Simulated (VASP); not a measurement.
# CdSe in VASP: notebook, part 2 of 2

VASP 6.6.1. The steps go on from the part before.

## 4. Single point, PBEsol (z stretched by -0.5 %, x and y held)

INCAR

```
SYSTEM = CdSe
ALGO = Normal
EDIFF = 1E-6
ENCUT = 500
GGA = PS
GGA_COMPAT = .FALSE.
ISIF = 2
ISMEAR = 0
LASPH = .TRUE.
LCHARG = .FALSE.
LREAL = .FALSE.
LWAVE = .FALSE.
NBANDS = 16
NELM = 120
PREC = Accurate
SIGMA = 0.01
```

KPOINTS

```
k-points
0
G
  6 6 6
  0 0 0
```

POSCAR

```
CdSe
1.0
    0.0000000000      3.0413470752      3.0261403398
    3.0413470752      0.0000000000      3.0261403398
    3.0413470752      3.0413470752      0.0000000000
Cd Se
1 1
Direct
    0.0000000000      0.0000000000      0.0000000000
    0.7500000000      0.7500000000      0.7500000000
```

Potentials or basis: VASP PAW PBE potentials, release 64 (Cd, Se).

The run is started by

```console
$ cat potpaw_PBE.64/Cd/POTCAR potpaw_PBE.64/Se/POTCAR > POTCAR
$ mpirun -np 1 vasp_std > vasp.out
```

OUTCAR:

```text
SYSTEM = CdSe
   EDIFF = 1E-6
   ENCUT = 500
   GGA = PS
   ISIF = 2
   ISMEAR = 0
   LASPH = .TRUE.
   LREAL = .FALSE.
   NELM = 120
   PREC = Accurate

 ion  position               nearest neighbor table
   1  0.000  0.000  0.000-   2 2.63   2 2.63   2 2.63   2 2.63
   2  0.750  0.750  0.750-   1 2.63   1 2.63   1 2.63   1 2.63

  LATTYP: Found a body centered tetragonal cell.
 ALAT       =     4.3011142816
 C/A-ratio  =     1.4071424946

  Lattice vectors:

 A1 = (   0.0000000000,  -3.0413470752,  -3.0261403398)
 A2 = (   0.0000000000,   3.0413470752,  -3.0261403398)
 A3 = (   3.0413470752,   0.0000000000,   3.0261403398)

Analysis of symmetry for initial positions (statically):
=====================================================================
 Subroutine PRICEL returns:
 Original cell was already a primitive cell.

 Routine SETGRP: Setting up the symmetry group for a
 body centered tetragonal supercell.

 Subroutine GETGRP returns: Found  8 space group operations
 (whereof  8 operations were pure point group operations)
 out of a pool of 16 trial point group operations.

The static configuration has the point symmetry D_2d.

Analysis of symmetry for dynamics (positions and initial velocities):
=====================================================================
 Subroutine PRICEL returns:
 Original cell was already a primitive cell.

 Routine SETGRP: Setting up the symmetry group for a
 body centered tetragonal supercell.

 Subroutine GETGRP returns: Found  8 space group operations
 (whereof  8 operations were pure point group operations)
 out of a pool of 16 trial point group operations.

The dynamic configuration has the point symmetry D_2d.

 Subroutine INISYM returns: Found  8 space group operations
 (whereof  8 operations are pure point group operations),
 and found     1 'primitive' translations

----------------------------------------------------------------------------------------

                                     Primitive cell

  volume of cell :      55.9823

  direct lattice vectors                    reciprocal lattice vectors
     0.000000000  3.041347075  3.026140340    -0.164400835  0.164400835  0.165226970
     3.041347075  0.000000000  3.026140340     0.164400835 -0.164400835  0.165226970
     3.041347075  3.041347075  0.000000000     0.164400835  0.164400835 -0.165226970

  length of vectors
     4.290374971  4.290374971  4.301114282     0.285228367  0.285228367  0.285228367

  position of ions in fractional coordinates (direct lattice)
     0.000000000  0.000000000  0.000000000
     0.750000000  0.750000000  0.750000000

  ion indices of the primitive-cell ions
   primitive index   ion index
                 1           1
                 2           2

----------------------------------------------------------------------------------------

 KPOINTS: k-points

Automatic generation of k-mesh.
 Grid dimensions read from file:
 generate k-points for:    6    6    6

 Generating k-lattice:

  Cartesian coordinates                     Fractional coordinates (reciprocal lattice)
    -0.027400139  0.027400139  0.027537828     0.166666667  0.000000000  0.000000000
     0.027400139 -0.027400139  0.027537828     0.000000000  0.166666667  0.000000000
     0.027400139  0.027400139 -0.027537828     0.000000000  0.000000000  0.166666667

  Length of vectors
     0.047538061  0.047538061  0.047538061

  Shift w.r.t. Gamma in fractional coordinates (k-lattice)
     0.000000000  0.000000000  0.000000000

 Subroutine IBZKPT returns following result:
 ===========================================

 Found     30 irreducible k-points:

 Following reciprocal coordinates:
            Coordinates               Weight
  0.000000  0.000000  0.000000      1.000000
  0.166667  0.000000  0.000000      8.000000
  0.333333  0.000000  0.000000      8.000000
  0.500000 -0.000000  0.000000      4.000000
  0.166667  0.166667  0.000000      2.000000
  0.333333  0.166667  0.000000      8.000000
[... 16 lines left out ...]
  0.333333  0.000000  0.333333      4.000000
  0.500000 -0.000000  0.333333     16.000000
 [... further k-points ...]
   k-points           NKPTS =     30   k-points in BZ     NKDIM =     30   number of bands    NBANDS=     16
   number of dos      NEDOS =    301   number of ions     NIONS =      2
   total plane-waves  NPLWV =  32768
   dimension x,y,z NGX =    32 NGY =   32 NGZ =   32
   dimension x,y,z NGXF=    64 NGYF=   64 NGZF=   64
   ions per type =               1   1
   NGX,Y,Z   is equivalent  to a cutoff of  12.40, 12.40, 12.37 a.u.
   NGXF,Y,Z  is equivalent  to a cutoff of  24.80, 24.80, 24.74 a.u.
 SYSTEM =  CdSe
   PREC   = accura    normal or accurate (medium, high low for compatibility)
   ISTART =      0    job   : 0-new  1-cont  2-samecut
   ICHARG =      2    charge: 1-file 2-atom 10-const
   ISPIN  =      1    spin polarized calculation?
   LNONCOLLINEAR =      F non collinear calculations
   LSORBIT =      F    spin-orbit coupling
   LASPH  =      T    aspherical Exc in radial PAW
   ENCUT  =  500.0 eV  36.75 Ry    6.06 a.u.   7.82  7.82  7.84*2*pi/ulx,y,z
   NELM   =    120;   NELMIN=  2; NELMDL= -5     # of ELM steps
   EDIFF  = 0.1E-05   stopping-criterion for ELM
   LREAL  =      F    real-space projection
   EDIFFG = 0.1E-04   stopping-criterion for IOM
   NSW    =      0    number of steps for IOM
   IBRION =     -1    ionic relax: 0-MD 1-quasi-New 2-CG
   NFREE  =      0    steps in history (QN), initial steepest desc. (CG)
   ISIF   =      2    stress and relaxation
   ISYM   =      2    0-nonsym 1-usesym 2-fastsym
   POTIM  = 0.5000    time-step for ionic-motion
   TEBEG  =    0.0;   TEEND  =   0.0 temperature during run
   PSTRESS=    0.0 pullay stress
   NELECT =      18.0000    total number of electrons
   NUPDOWN=      -1.0000    fix difference up-down
   EMIN   =  10.00;   EMAX   =-10.00  energy-range for DOS
   EFERMI =   0.00;   METHOD = LEGACY
   ISMEAR =     0;   SIGMA  =   0.01  broadening in eV -4-tet -1-fermi 0-gaus
   EFERMI_NEDOS =   21; number of points for ismear=-14 and -15
   IALGO  =     38    algorithm
   IMIX   =      4    mixing-type and parameters
     AMIX     =   0.40;   BMIX     =  1.00
     AMIX_MAG =   1.60;   BMIX_MAG =  1.00
  volume/ion in A,a.u.               =      27.99       188.89
  Fermi-wavevector in a.u.,A,eV,Ry     =   1.121541  2.119406 17.114159  1.257855
  Thomas-Fermi vector in A             =   2.258196
   LORBIT       =      0    0 simple, 1 ext, 2 COOP (PROOUT), +10 PAW based schemes
   GGA     = PS    functional components
   LHFCALC =     F    Hartree Fock is set to
   AEXX    =    0.0000 exact exchange contribution
   IVDW    =     0    specifies the selected vdW correction
   LEPSILON=     F    determine dielectric tensor
   LRPA    =     F    only Hartree local field effects (RPA)
 non-spin polarized calculation
 Gauss-broadening in eV      SIGMA  =   0.01
  energy-cutoff  :      500.00
  volume of cell :       55.98
 maximum number of plane-waves:      1432
   NGX = 15   NGY = 15   NGZ = 15

 number of electron      18.0000000 magnetization

 Free energy of the ion-electron system (eV)
  ---------------------------------------------------
  ext. energy  EPLUGINS =         0.00000000
  ---------------------------------------------------
  free energy    TOTEN  =        -6.17160919 eV

  energy without entropy =       -6.17160919  energy(sigma->0) =       -6.17160919

 E-fermi :   0.9799     XC(G=0):  -9.1201

 val. band max:        0.8652842821   @ k =   0.0000   0.0000   0.0000
 cond. band min:       1.3447005128   @ k =   0.0000   0.0000   0.0000
 fundamental gap:      0.4794162307
 Fermi energy:         0.9798933342

 k-point     1 :       0.0000    0.0000    0.0000
  band No.  band energies     occupation
      1     -11.7964      2.00000
      2      -7.0797      2.00000
      3      -7.0797      2.00000
      4      -7.0774      2.00000
      5      -6.6934      2.00000
      6      -6.6918      2.00000
[... 8 lines left out ...]
     15      11.8906      0.00000
     16      11.9663      0.00000
[... 419 lines left out ...]
 k-point    24 :       0.5000   -0.0000    0.3333
  band No.  band energies     occupation
      1     -11.3224      2.00000
      2      -6.9054      2.00000
      3      -6.8496      2.00000
      4      -6.7979      2.00000
      5      -6.6476      2.00000
      6      -6.3501      2.00000
[... 8 lines left out ...]
     15      13.3554      0.00000
     16      14.0158      0.00000

 [... further k-points ...]

------------------------ aborting loop because EDIFF is reached ----------------------------------------

  FORCE on cell =-STRESS in cart. coord.  units (eV):
  Direction    XX          YY          ZZ          XY          YZ          ZX
  --------------------------------------------------------------------------------------
  -------------------------------------------------------------------------------------
  Total        0.1976884      0.1976884      0.2270563      0.0000000     -0.0000000      0.0000000
  in kB        5.6577098      5.6577098      6.4981996      0.0000000     -0.0000000      0.0000000
  external PRESSURE =       5.9378731 kB  Pullay stress =       0.0000000 kB

 VOLUME and BASIS-vectors are now :
 -----------------------------------------------------------------------------
  energy-cutoff  :      500.00
  volume of cell :       55.98
      direct lattice vectors                 reciprocal lattice vectors
     0.000000000  3.041347075  3.026140340    -0.164400835  0.164400835  0.165226970
     3.041347075  0.000000000  3.026140340     0.164400835 -0.164400835  0.165226970
     3.041347075  3.041347075  0.000000000     0.164400835  0.164400835 -0.165226970

 POSITION                                       TOTAL-FORCE (eV/Angst)
 -----------------------------------------------------------------------------------
      0.00000      0.00000      0.00000         0.000000      0.000000      0.000000
      4.56202      4.56202      4.53921        -0.000000     -0.000000     -0.000000
 -----------------------------------------------------------------------------------
    total drift:                               -0.000000     -0.000000     -0.000000

  FREE ENERGIE OF THE ION-ELECTRON SYSTEM (eV)
  ---------------------------------------------------
  free  energy   TOTEN  =        -6.1716091945 eV

  energy  without entropy=       -6.1716091945  energy(sigma->0) =       -6.17160919
```

stdout:

```text
POSCAR found type information on POSCAR CdSe
 POSCAR found :  2 types and       2 ions
 scaLAPACK will be used
 -----------------------------------------------------------------------------
|                                                                             |
|                                                                             |
|     You enforced a specific xc type in the INCAR file but a different       |
|     I HOPE YOU KNOW WHAT YOU ARE DOING!                                     |
|                                                                             |
 -----------------------------------------------------------------------------

 LDA part: xc-table for (Slater+PW92), standard interpolation
 POSCAR, INCAR and KPOINTS ok, starting setup
 FFT: planning ... GRIDC
 FFT: planning ... GRID_SOFT
 FFT: planning ... GRID
 WAVECAR not read
 entering main loop
```

Run time: 12 s. Hardware: 1 thread of AMD EPYC 9R45 (Zen 5), shared host; peak memory 0.15 GiB.

Results:

```yaml
Free_energy: -6.1716 eV
Pressure: 0.6 GPa
Band_gap_on_the_k_mesh: 0.48 eV
```

Levels at points of the mesh, in eV from the valence-band top:
| k point | band 7 | band 8 | band 9 | band 10 | band 11 | band 12 |
| --- | --- | --- | --- | --- | --- | --- |
| (0.00, 0.00, 0.00) | -0.02 | -0.02 | 0.00 | 0.48 | 5.84 | 5.84 |
| (0.50, 0.00, 0.00) | -4.49 | -0.79 | -0.77 | 2.28 | 6.33 | 6.37 |
| (0.50, 0.50, 0.00) | -4.15 | -1.92 | -1.92 | 2.97 | 3.64 | 9.02 |
| (0.50, 0.00, 0.50) | -4.17 | -1.90 | -1.90 | 2.98 | 3.68 | 8.98 |

Caveat: the cell differs from its parent crystal (z stretched by -0.5 %, x and y held); semilocal functionals underestimate gaps, and a narrow one can read as zero; the PAW data sets were made with another functional, which shifts forces and pressure a little.

## 5. Single point, PBEsol (z stretched by +0.5 %, x and y held)

INCAR

```
PREC     = Accurate       # precision mode
ENCUT    = 500            # plane-wave cutoff, eV
EDIFF    = 1E-6           # SCF threshold, eV
ISMEAR   = 0              # smearing method
SIGMA    = 0.01           # smearing width, eV
LREAL    = F              # projectors in reciprocal space
LASPH    = T              # aspherical terms in the spheres
NELM     = 120            # most SCF steps
ALGO     = Normal         # electronic algorithm
ISIF     = 2              # what is computed and relaxed
LWAVE    = F              # write WAVECAR
LCHARG   = F              # write CHGCAR
GGA      = PS             # functional
NBANDS   = 16             # bands
GGA_COMPAT= F
```

KPOINTS

```
Automatic mesh
0
Gamma
  6 6 6
```

POSCAR

```
CdSe
1.0
    0.0000000000      3.0413470752      3.0565538106
    3.0413470752      0.0000000000      3.0565538106
    3.0413470752      3.0413470752      0.0000000000
Cd Se
1 1
Direct
    0.0000000000      0.0000000000      0.0000000000
    0.7500000000      0.7500000000      0.7500000000
```

The run is started by

```console
$ cat potpaw_PBE.64/Cd/POTCAR potpaw_PBE.64/Se/POTCAR > POTCAR
$ mpirun -np 1 vasp_std > vasp.out
```

Run time: 12 s. Hardware: 1 thread of AMD EPYC 9R45 (Zen 5), shared host; peak memory 0.15 GiB.

Results (log left out):

| Quantity | Value |
| --- | --- |
| Free energy | -6.1728 eV |
| Pressure | 0.1 GPa |
| Band gap on the k mesh | 0.46 eV |

Stress tensor (GPa, compression positive):
```
0.09 0.00 0.00
0.00 0.09 0.00
0.00 0.00 0.00
```

Levels at points of the mesh, in eV from the valence-band top:
```csv
k point,band 5,band 6,band 7,band 8,band 9,band 10,band 11,band 12,band 13,band 14
"(0.00, 0.00, 0.00)",-7.53,-7.53,-0.02,0.00,0.00,0.46,5.85,5.85,5.85,9.57
"(0.50, 0.00, 0.00)",-7.50,-7.24,-4.43,-0.77,-0.75,2.27,6.34,6.37,7.26,9.85
"(0.50, 0.50, 0.00)",-7.47,-7.18,-4.13,-1.85,-1.85,3.01,3.69,8.92,10.09,10.09
"(0.50, 0.00, 0.50)",-7.47,-7.17,-4.10,-1.88,-1.87,3.00,3.65,8.96,10.06,10.12
```

Caveat: the cell differs from its parent crystal (z stretched by +0.5 %, x and y held); semilocal functionals underestimate gaps, and a narrow one can read as zero; the PAW data sets were made with another functional, which shifts forces and pressure a little.

## 6. Single point, PBEsol (equal xy, yz and zx engineering shears of -0.5 %)

INCAR

```
SYSTEM = CdSe
ALGO = Normal ; EDIFF = 1E-6
ENCUT = 500 ; GGA = PS
GGA_COMPAT = .False. ; ISIF = 2
ISMEAR = 0 ; LASPH = .True.
LCHARG = .False. ; LREAL = .False.
LWAVE = .False. ; NBANDS = 16
NELM = 120 ; PREC = Accurate
SIGMA = 0.01
```

KPOINTS

```
k-points
0
Gamma
  6 6 6
  0 0 0
```

POSCAR

```
CdSe
1.0
   -0.0152067354      3.0337437075      3.0337437075
    3.0337437075     -0.0152067354      3.0337437075
    3.0337437075      3.0337437075     -0.0152067354
Cd Se
1 1
Direct
    0.0005030992      0.0005030992      0.0005030992
    0.7494969008      0.7494969008      0.7494969008
```

Potentials or basis: VASP PAW PBE potentials, release 64 (Cd, Se).

The run is started by

```console
$ cat potpaw_PBE.64/Cd/POTCAR potpaw_PBE.64/Se/POTCAR > POTCAR
$ mpirun -np 1 vasp_std > vasp.out
```

It took 13 s on 1 thread of AMD EPYC 9R45 (Zen 5), shared host; peak memory 0.16 GiB.

The run converged. Its results:

```
Free energy            : -6.1722 eV
Pressure               : 0.3 GPa
Largest force          : 0.004 eV/Å
Band gap on the k mesh : 0.46 eV
```

Forces on the atoms (eV/Å):
```
Cd   0.002  0.002  0.002
Se  -0.002 -0.002 -0.002
```

Stress tensor (GPa, compression positive):
```
0.32 0.12 0.12
0.12 0.32 0.12
0.12 0.12 0.32
```

Levels at points of the mesh, in eV from the valence-band top:
```csv
k point,band 7,band 8,band 9,band 10,band 11,band 12
"(0.00, 0.00, 0.00)",-0.03,-0.03,0.00,0.46,5.80,5.80
"(0.50, 0.00, 0.00)",-4.48,-0.79,-0.76,2.28,6.35,6.36
"(0.50, 0.50, 0.00)",-4.15,-1.92,-1.88,2.97,3.65,8.95
"(0.50, 0.50, 0.50)",-4.45,-0.80,-0.80,2.22,6.30,6.30
```

Caveat: the cell differs from its parent crystal (equal xy, yz and zx engineering shears of -0.5 %); semilocal functionals underestimate gaps, and a narrow one can read as zero; the PAW data sets were made with another functional, which shifts forces and pressure a little.

## 7. Summary

| cell | gap on the mesh (eV) | pressure (GPa) |
| --- | --- | --- |
| a = 4.280 Å, angles 60.0°, 2 atoms, atomic positions A | 0.51 | 1.2 |
| a = 4.323 Å, angles 60.0°, 2 atoms, atomic positions A | 0.45 | -0.5 |
| a = 4.290, b = 4.290, c = 4.301 Å, angles 59.9, 59.9, 60.2°, 2 atoms, atomic positions A | 0.48 | 0.6 |
| a = 4.312, b = 4.312, c = 4.301 Å, angles 60.1, 60.1, 59.8°, 2 atoms, atomic positions A | 0.46 | 0.1 |
| a = 4.290 Å, angles 60.3°, 2 atoms, atomic positions B | 0.46 | 0.3 |

Alike in all rows: task single point; level PBEsol; potentials or basis VASP PAW PBE potentials, release 64 (Cd, Se); no spin polarisation; k mesh 6 × 6 × 6; cutoff (eV) 500; smearing gaussian 0.01 eV.

Caveats: semilocal functionals underestimate gaps, and a narrow one can read as zero; the PAW data sets were made with another functional, which shifts forces and pressure a little.

Total energies depend on the potentials used, so only differences within one code and one set of settings carry meaning.
